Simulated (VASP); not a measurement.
Here is a VASP 6.6.1 calculation.

The input INCAR:

```
SYSTEM = InAs
  ALGO = Normal
  EDIFF = 1E-6
  ENCUT = 500
  GGA_COMPAT = .False.
  ISIF = 2
  ISMEAR = -1
  LASPH = .True.
  LCHARG = .False.
  LREAL = .False.
  LWAVE = .False.
  NBANDS = 16
  NELM = 120
  PREC = Accurate
  SIGMA = 0.1
```

KPOINTS

```
k-points
0
Gamma
  6 6 6
  0 0 0
```

POSCAR

```
InAs
1.0
    0.0000000000      2.8185670290      2.8185670290
    2.8185670290      0.0000000000      2.8185670290
    2.8185670290      2.8185670290      0.0000000000
In As
1 1
Direct
    0.5000000000      0.5000000000      0.5000000000
    0.0000000000      0.0000000000      0.0000000000
```

Potentials or basis: VASP PAW LDA potentials, release 64 (In_d, As).

Command:

```console
$ cat potpaw_LDA.64/In_d/POTCAR potpaw_LDA.64/As/POTCAR > POTCAR
$ mpirun -np 1 vasp_std > vasp.out
```

**Question.** What does it give for the pressure?

**Answer.** -1.0 GPa.

**Question.** What does it give for the band gap on the k mesh?

**Answer.** Zero (band 9 reaches 6.89 eV, above the bottom of band 10 at 4.05 eV).

Caveat: spin-orbit coupling is left out, which moves the levels of the heavy elements.
